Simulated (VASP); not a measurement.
# Be4Se3 (C2) in VASP: a series of runs

The runs below take Be4Se3 through single point, with PBE.

Program: VASP 6.6.1. These are calculated values, not measurements. Logs are shortened: lines on timing, memory, paths and dates and some standing lists are left out, and cuts for length are marked.

### Step 1. The cell of the first run

The structure is monoclinic, space group C2 (No. 5). Conventional cell: a = 5.095 Å, b = 5.145 Å, c = 9.748 Å, α = 90.00°, β = 97.27°, γ = 90.00°. Be (site symmetry 1) has 1 Be at 2.10 Å and 2 Se at 2.21 to 2.25 Å within 2.8 Å. Within 2.9 Å of Be (site symmetry 1) lie 4 Se at 2.23 to 2.25 Å. Within 2.9 Å of Se (site symmetry 1) lie 4 Be at 2.21 to 2.25 Å. Se (site symmetry 2) has 4 Be at 2.23 Å within 2.9 Å.

### Step 2. Single point, PBE

INCAR

```
ALGO = Normal ; EDIFF = 1E-6
ENCUT = 520 ; GGA = PE
ISIF = 2 ; ISMEAR = 0
LASPH = T ; LCHARG = F
LREAL = F ; LWAVE = F
NBANDS = 22 ; NELM = 80
PREC = Accurate ; SIGMA = 0.1
```

KPOINTS

```
k-points
0
Gamma
  4 4 2
```

POSCAR

```
Be4Se3
1.0
    2.5476250671     -2.5725187198      0.0020156354
    2.5476250671      2.5725187198      0.0020156354
   -1.2403581002      0.0000000000      9.6684453224
Be Se
4 3
Direct
    0.1020499797      0.6781299389      0.9010547036
    0.9835435595      0.4514486148      0.3656680092
    0.5485513852      0.0164564405      0.6343319908
    0.3218700611      0.8979500203      0.0989452964
    0.5756096828      0.5494546053      0.7717756286
    0.0157702855      0.9842297145      0.5000000000
    0.4505453947      0.4243903172      0.2282243714
```

Potentials or basis: VASP PAW PBE potentials, release 64 (Be, Se).

Started as:

```bash
> cat potpaw_PBE.64/Be/POTCAR potpaw_PBE.64/Se/POTCAR > POTCAR
> mpirun -np 1 vasp_std > vasp.out
```

OUTCAR:

```text
EDIFF = 1E-6
   ENCUT = 520
   GGA = PE
   ISIF = 2
   ISMEAR = 0
   LASPH = T
   LREAL = F
   NELM = 80
   PREC = Accurate

 ion  position               nearest neighbor table
   1  0.102  0.678  0.901-   4 2.10   5 2.21   5 2.25
   2  0.984  0.451  0.366-   6 2.23   6 2.23   7 2.25   7 2.25
   3  0.549  0.016  0.634-   6 2.23   6 2.23   5 2.25   5 2.25
   4  0.322  0.898  0.099-   1 2.10   7 2.21   7 2.25
   5  0.576  0.549  0.772-   1 2.21   1 2.25   3 2.25   3 2.25
   6  0.016  0.984  0.500-   2 2.23   3 2.23   3 2.23   2 2.23
   7  0.451  0.424  0.228-   4 2.21   4 2.25   2 2.25   2 2.25

  LATTYP: Found a base centered monoclinic cell.
 ALAT       =     5.0952517289
 B/A-ratio  =     1.0097710012
 C/A-ratio  =     1.9130915375
 COS(beta)  =    -0.1264616646

  Lattice vectors:

 A1 = (   2.5476250671,  -2.5725187198,   0.0020156354)
 A2 = (   2.5476250671,   2.5725187198,   0.0020156354)
 A3 = (  -1.2403581002,   0.0000000000,   9.6684453224)

Analysis of symmetry for initial positions (statically):
=====================================================================
 Subroutine PRICEL returns:
 Original cell was already a primitive cell.

 Routine SETGRP: Setting up the symmetry group for a
 base centered monoclinic supercell.

 Subroutine GETGRP returns: Found  2 space group operations
 (whereof  2 operations were pure point group operations)
 out of a pool of  4 trial point group operations.

The static configuration has the point symmetry C_2 .

Analysis of symmetry for dynamics (positions and initial velocities):
=====================================================================
 Subroutine PRICEL returns:
 Original cell was already a primitive cell.

 Routine SETGRP: Setting up the symmetry group for a
 base centered monoclinic supercell.

 Subroutine GETGRP returns: Found  2 space group operations
 (whereof  2 operations were pure point group operations)
 out of a pool of  4 trial point group operations.

The dynamic configuration has the point symmetry C_2 .

 Subroutine INISYM returns: Found  2 space group operations
 (whereof  2 operations are pure point group operations),
 and found     1 'primitive' translations

----------------------------------------------------------------------------------------
[... 86 lines left out ...]
   ISPIN  =      1    spin polarized calculation?
   LNONCOLLINEAR =      F non collinear calculations
   LSORBIT =      F    spin-orbit coupling
   LASPH  =      T    aspherical Exc in radial PAW
   ENCUT  =  520.0 eV  38.22 Ry    6.18 a.u.   6.73  6.73 18.12*2*pi/ulx,y,z
   NELM   =     80;   NELMIN=  2; NELMDL= -5     # of ELM steps
   EDIFF  = 0.1E-05   stopping-criterion for ELM
   LREAL  =      F    real-space projection
[... 7 lines left out ...]
   TEBEG  =    0.0;   TEEND  =   0.0 temperature during run
   PSTRESS=    0.0 pullay stress
   NELECT =      26.0000    total number of electrons
   NUPDOWN=      -1.0000    fix difference up-down
   EMIN   =  10.00;   EMAX   =-10.00  energy-range for DOS
   EFERMI =   0.00;   METHOD = LEGACY
   ISMEAR =     0;   SIGMA  =   0.10  broadening in eV -4-tet -1-fermi 0-gaus
   EFERMI_NEDOS =   21; number of points for ismear=-14 and -15
   IALGO  =     38    algorithm
   IMIX   =      4    mixing-type and parameters
     AMIX     =   0.40;   BMIX     =  1.00
     AMIX_MAG =   1.60;   BMIX_MAG =  1.00
  volume/ion in A,a.u.               =      18.11       122.19
  Fermi-wavevector in a.u.,A,eV,Ry     =   0.965512  1.824553 12.683534  0.932213
  Thomas-Fermi vector in A             =   2.095235
   LORBIT       =      0    0 simple, 1 ext, 2 COOP (PROOUT), +10 PAW based schemes
   GGA     = PE    functional components
   LHFCALC =     F    Hartree Fock is set to
   AEXX    =    0.0000 exact exchange contribution
   IVDW    =     0    specifies the selected vdW correction
   LEPSILON=     F    determine dielectric tensor
   LRPA    =     F    only Hartree local field effects (RPA)
 non-spin polarized calculation
 Gauss-broadening in eV      SIGMA  =   0.10
  energy-cutoff  :      520.00
  volume of cell :      126.74
 maximum number of plane-waves:      3454
 NGX is ok and might be reduce to    28
   NGX = 13   NGY = 13   NGZ = 37

 number of electron      26.0000000 magnetization

 Free energy of the ion-electron system (eV)
  ---------------------------------------------------
  ext. energy  EPLUGINS =         0.00000000
  ---------------------------------------------------
  free energy    TOTEN  =       -28.01215814 eV

  energy without entropy =      -28.01215790  energy(sigma->0) =      -28.01215802

 E-fermi :   3.7222     XC(G=0):  -8.9368

 val. band max:        3.4126298553   @ k =  -0.0000  -0.0000   0.5000
 cond. band min:       4.0317971244   @ k =   0.5000   0.5000   0.5000
 fundamental gap:      0.6191672692
 Fermi energy:         3.7222152358

 k-point     1 :       0.0000    0.0000    0.0000
  band No.  band energies     occupation
      1     -11.1833      2.00000
      2     -10.5692      2.00000
      3      -9.9972      2.00000
      4      -2.1265      2.00000
      5      -1.7636      2.00000
      6       0.1076      2.00000
[... 339 lines left out ...]
     21       9.0639      0.00000
     22       9.3449      0.00000

------------------------ aborting loop because EDIFF is reached ----------------------------------------

  FORCE on cell =-STRESS in cart. coord.  units (eV):
  Direction    XX          YY          ZZ          XY          YZ          ZX
  --------------------------------------------------------------------------------------
  -------------------------------------------------------------------------------------
  Total        0.4137667      0.4242502     -0.1083018      0.0000000      0.0000000     -0.0026509
  in kB        5.2304782      5.3630010     -1.3690572      0.0000000      0.0000000     -0.0335100
  external PRESSURE =       3.0748073 kB  Pullay stress =       0.0000000 kB

 VOLUME and BASIS-vectors are now :
 -----------------------------------------------------------------------------
  energy-cutoff  :      520.00
  volume of cell :      126.74
      direct lattice vectors                 reciprocal lattice vectors
     2.547625067 -2.572518720  0.002015635     0.196241300 -0.194362045  0.025175659
     2.547625067  2.572518720  0.002015635     0.196241300  0.194362045  0.025175659
    -1.240358100  0.000000000  9.668445322    -0.000081823  0.000000000  0.103418748

 POSITION                                       TOTAL-FORCE (eV/Angst)
 -----------------------------------------------------------------------------------
      0.86998      1.48198      8.71337        -0.003965     -0.008556     -0.009367
      3.20226     -1.36882      3.53833         0.003736     -0.000446     -0.003154
      0.65263     -1.36882      6.13414        -0.003736     -0.000446      0.003154
      2.98492      1.48198      0.95911         0.003965     -0.008556      0.009367
      1.90896     -0.06728      7.46414         0.002694      0.010913     -0.002350
      1.92745      2.49138      4.83624        -0.000000     -0.003822      0.000000
      1.94593     -0.06728      2.20834        -0.002694      0.010913      0.002350
 -----------------------------------------------------------------------------------
    total drift:                               -0.000000      0.000052      0.000000

  FREE ENERGIE OF THE ION-ELECTRON SYSTEM (eV)
  ---------------------------------------------------
  free  energy   TOTEN  =       -28.0121581441 eV

  energy  without entropy=      -28.0121579014  energy(sigma->0) =      -28.01215802
```

OSZICAR:

```text
N       E                     dE             d eps       ncg     rms          rms(c)
DAV:   1     0.100141310700E+03    0.10014E+03   -0.10176E+04   616   0.977E+02
DAV:   2    -0.189992875195E+02   -0.11914E+03   -0.11339E+03   810   0.169E+02
DAV:   3    -0.284804354419E+02   -0.94811E+01   -0.94248E+01   786   0.514E+01
DAV:   4    -0.286197182218E+02   -0.13928E+00   -0.13912E+00   838   0.704E+00
DAV:   5    -0.286210967171E+02   -0.13785E-02   -0.13784E-02   832   0.672E-01    0.639E+00
DAV:   6    -0.281632643836E+02    0.45783E+00   -0.32076E-01   760   0.233E+00    0.393E+00
DAV:   7    -0.280107943586E+02    0.15247E+00   -0.58329E-01   730   0.301E+00    0.581E-01
DAV:   8    -0.280114155072E+02   -0.62115E-03   -0.40649E-02   748   0.882E-01    0.175E-01
DAV:   9    -0.280119516925E+02   -0.53619E-03   -0.24590E-03   790   0.263E-01    0.790E-02
DAV:  10    -0.280121257017E+02   -0.17401E-03   -0.75289E-04   748   0.122E-01    0.252E-02
DAV:  11    -0.280121460235E+02   -0.20322E-04   -0.35710E-05   828   0.310E-02    0.128E-02
DAV:  12    -0.280121567750E+02   -0.10752E-04   -0.16863E-05   750   0.203E-02    0.395E-03
DAV:  13    -0.280121579810E+02   -0.12060E-05   -0.20636E-06   786   0.750E-03    0.144E-03
DAV:  14    -0.280121581441E+02   -0.16302E-06   -0.26427E-07   494   0.269E-03
   1 F= -.28012158E+02 E0= -.28012158E+02  d E =-.242627E-06
```

stdout:

```text
POSCAR found type information on POSCAR BeSe
 POSCAR found :  2 types and       7 ions
 scaLAPACK will be used
 LDA part: xc-table for (Slater+PW92), standard interpolation
 POSCAR, INCAR and KPOINTS ok, starting setup
 FFT: planning ... GRIDC
 FFT: planning ... GRID_SOFT
 FFT: planning ... GRID
 WAVECAR not read
 entering main loop
```

Run time: 63 s. Hardware: 1 thread of Intel Xeon 8259CL, shared host; peak memory 0.22 GiB.

Results:

| Quantity | Value |
| --- | --- |
| Free energy | -28.0122 eV |
| Pressure | 0.3 GPa |
| Largest force | 0.013 eV/Å |
| Band gap on the k mesh | 0.62 eV (least direct gap 1.04 eV) |

Forces on the atoms (eV/Å):
```
Be  -0.004 -0.009 -0.009
Be   0.004  0.000 -0.003
Be  -0.004  0.000  0.003
Be   0.004 -0.009  0.009
Se   0.003  0.011 -0.002
Se   0.000 -0.004  0.000
Se  -0.003  0.011  0.002
```

Caveat: the k points lie up to 0.44 Å⁻¹ apart. A k mesh can miss the band edges.

### Step 3. Single point, PBE

INCAR

```
SYSTEM = Be4Se3
PREC = Accurate ; ENCUT = 520
EDIFF = 1E-6 ; ISMEAR = 0
SIGMA = 0.02 ; LREAL = .FALSE.
LASPH = .TRUE. ; NELM = 80
ALGO = Normal ; ISIF = 2
LWAVE = .FALSE. ; LCHARG = .TRUE.
GGA = PE ; LELF = .TRUE.
LVHAR = .TRUE. ; NBANDS = 22
```

KPOINTS

```
regular mesh
0
G
  10 10 4
  0 0 0
```

POSCAR is that of step 2.

Potentials or basis: VASP PAW PBE potentials, release 64 (Be, Se).

Started as:

```bash
> cat potpaw_PBE.64/Be/POTCAR potpaw_PBE.64/Se/POTCAR > POTCAR
> mpirun -np 1 vasp_std > vasp.out
```

OUTCAR:

```text
SYSTEM = Be4Se3
   PREC = Accurate
   ENCUT = 520
   EDIFF = 1E-6
   ISMEAR = 0
   LREAL = .FALSE.
   LASPH = .TRUE.
   NELM = 80
   ISIF = 2
   GGA = PE

 ion  position               nearest neighbor table
   1  0.102  0.678  0.901-   4 2.10   5 2.21   5 2.25
   2  0.984  0.451  0.366-   6 2.23   6 2.23   7 2.25   7 2.25
   3  0.549  0.016  0.634-   6 2.23   6 2.23   5 2.25   5 2.25
   4  0.322  0.898  0.099-   1 2.10   7 2.21   7 2.25
   5  0.576  0.549  0.772-   1 2.21   1 2.25   3 2.25   3 2.25
   6  0.016  0.984  0.500-   2 2.23   3 2.23   3 2.23   2 2.23
   7  0.451  0.424  0.228-   4 2.21   4 2.25   2 2.25   2 2.25

  LATTYP: Found a base centered monoclinic cell.
 ALAT       =     5.0952517289
 B/A-ratio  =     1.0097710012
 C/A-ratio  =     1.9130915375
 COS(beta)  =    -0.1264616646

  Lattice vectors:

 A1 = (   2.5476250671,  -2.5725187198,   0.0020156354)
 A2 = (   2.5476250671,   2.5725187198,   0.0020156354)
 A3 = (  -1.2403581002,   0.0000000000,   9.6684453224)

Analysis of symmetry for initial positions (statically):
=====================================================================
 Subroutine PRICEL returns:
 Original cell was already a primitive cell.

 Routine SETGRP: Setting up the symmetry group for a
 base centered monoclinic supercell.

 Subroutine GETGRP returns: Found  2 space group operations
 (whereof  2 operations were pure point group operations)
 out of a pool of  4 trial point group operations.

The static configuration has the point symmetry C_2 .

Analysis of symmetry for dynamics (positions and initial velocities):
=====================================================================
 Subroutine PRICEL returns:
 Original cell was already a primitive cell.

 Routine SETGRP: Setting up the symmetry group for a
 base centered monoclinic supercell.

 Subroutine GETGRP returns: Found  2 space group operations
[... 134 lines left out ...]
  volume/ion in A,a.u.               =      18.11       122.19
  Fermi-wavevector in a.u.,A,eV,Ry     =   0.965512  1.824553 12.683534  0.932213
  Thomas-Fermi vector in A             =   2.095235
   LORBIT       =      0    0 simple, 1 ext, 2 COOP (PROOUT), +10 PAW based schemes
   GGA     = PE    functional components
   LHFCALC =     F    Hartree Fock is set to
   AEXX    =    0.0000 exact exchange contribution
   IVDW    =     0    specifies the selected vdW correction
   LEPSILON=     F    determine dielectric tensor
   LRPA    =     F    only Hartree local field effects (RPA)
 non-spin polarized calculation
 Gauss-broadening in eV      SIGMA  =   0.02
  energy-cutoff  :      520.00
  volume of cell :      126.74
 maximum number of plane-waves:      3454
   NGX = 13   NGY = 13   NGZ = 37

 number of electron      26.0000000 magnetization

 Free energy of the ion-electron system (eV)
  ---------------------------------------------------
  ext. energy  EPLUGINS =         0.00000000
  ---------------------------------------------------
  free energy    TOTEN  =       -28.08911204 eV

  energy without entropy =      -28.08911204  energy(sigma->0) =      -28.08911204

 E-fermi :   3.5058     XC(G=0):  -8.9408

 val. band max:        3.4067038875   @ k =  -0.0000  -0.0000   0.5000
 cond. band min:       4.0302436765   @ k =   0.5000   0.5000   0.5000
 fundamental gap:      0.6235397891
 Fermi energy:         3.5057624055

 k-point     1 :       0.0000    0.0000    0.0000
  band No.  band energies     occupation
      1     -11.1942      2.00000
      2     -10.5806      2.00000
      3     -10.0091      2.00000
      4      -2.1339      2.00000
      5      -1.7689      2.00000
      6       0.0997      2.00000
[... 589 lines left out ...]
     21      10.1313      0.00000
     22      10.3706      0.00000

 [... further k-points ...]

------------------------ aborting loop because EDIFF is reached ----------------------------------------

  FORCE on cell =-STRESS in cart. coord.  units (eV):
  Direction    XX          YY          ZZ          XY          YZ          ZX
  --------------------------------------------------------------------------------------
  -------------------------------------------------------------------------------------
  Total        0.1105739      0.1059480      0.1124984      0.0000000      0.0000000      0.0123769
  in kB        1.3977791      1.3393024      1.4221072      0.0000000      0.0000000      0.1564579
  external PRESSURE =       1.3863962 kB  Pullay stress =       0.0000000 kB

 VOLUME and BASIS-vectors are now :
 -----------------------------------------------------------------------------
  energy-cutoff  :      520.00
  volume of cell :      126.74
      direct lattice vectors                 reciprocal lattice vectors
     2.547625067 -2.572518720  0.002015635     0.196241300 -0.194362045  0.025175659
     2.547625067  2.572518720  0.002015635     0.196241300  0.194362045  0.025175659
    -1.240358100  0.000000000  9.668445322    -0.000081823  0.000000000  0.103418748

 POSITION                                       TOTAL-FORCE (eV/Angst)
 -----------------------------------------------------------------------------------
      0.86998      1.48198      8.71337         0.000496     -0.000178      0.009376
      3.20226     -1.36882      3.53833         0.001693      0.000537     -0.001970
      0.65263     -1.36882      6.13414        -0.001693      0.000537      0.001970
      2.98492      1.48198      0.95911        -0.000496     -0.000178     -0.009376
      1.90896     -0.06728      7.46414        -0.002415      0.000420      0.000929
      1.92745      2.49138      4.83624         0.000000     -0.001558      0.000000
      1.94593     -0.06728      2.20834         0.002415      0.000420     -0.000929
 -----------------------------------------------------------------------------------
    total drift:                                0.000000      0.000048      0.000000

  FREE ENERGIE OF THE ION-ELECTRON SYSTEM (eV)
  ---------------------------------------------------
  free  energy   TOTEN  =       -28.0891120420 eV

  energy  without entropy=      -28.0891120420  energy(sigma->0) =      -28.08911204
```

OSZICAR:

```text
N       E                     dE             d eps       ncg     rms          rms(c)
DAV:   1     0.968845069663E+02    0.96885E+02   -0.10318E+04  5148   0.982E+02
DAV:   2    -0.194497454792E+02   -0.11633E+03   -0.11038E+03  6668   0.164E+02
DAV:   3    -0.285590747180E+02   -0.91093E+01   -0.90560E+01  6620   0.507E+01
DAV:   4    -0.286905457183E+02   -0.13147E+00   -0.13134E+00  7270   0.675E+00
DAV:   5    -0.286915199711E+02   -0.97425E-03   -0.97415E-03  6862   0.590E-01    0.640E+00
DAV:   6    -0.282388565863E+02    0.45266E+00   -0.32449E-01  6386   0.232E+00    0.393E+00
DAV:   7    -0.280879854201E+02    0.15087E+00   -0.58587E-01  6146   0.300E+00    0.572E-01
DAV:   8    -0.280883989040E+02   -0.41348E-03   -0.42552E-02  6258   0.895E-01    0.176E-01
DAV:   9    -0.280889172936E+02   -0.51839E-03   -0.27101E-03  6854   0.270E-01    0.809E-02
DAV:  10    -0.280890834037E+02   -0.16611E-03   -0.82820E-04  6246   0.127E-01    0.253E-02
DAV:  11    -0.280891001769E+02   -0.16773E-04   -0.36924E-05  7200   0.318E-02    0.132E-02
DAV:  12    -0.280891106929E+02   -0.10516E-04   -0.17682E-05  6370   0.208E-02    0.422E-03
DAV:  13    -0.280891118330E+02   -0.11401E-05   -0.18513E-06  6212   0.727E-03    0.169E-03
DAV:  14    -0.280891120420E+02   -0.20902E-06   -0.39100E-07  4134   0.330E-03
   1 F= -.28089112E+02 E0= -.28089112E+02  d E =-.625908E-15
```

Wall time 1.9 min (1 thread of Intel Xeon 6975P-C (Granite Rapids), shared host); peak memory 0.41 GiB.

Results:

- Free energy: -28.0891 eV
- Pressure: 0.1 GPa
- Largest force: 0.009 eV/Å
- Band gap on the k mesh: 0.62 eV (least direct gap 1.04 eV)

Forces on the atoms (eV/Å):
```
Be   0.000  0.000  0.009
Be   0.002  0.001 -0.002
Be  -0.002  0.001  0.002
Be   0.000  0.000 -0.009
Se  -0.002  0.000  0.001
Se   0.000 -0.002  0.000
Se   0.002  0.000 -0.001
```

A k mesh can miss the band edges.
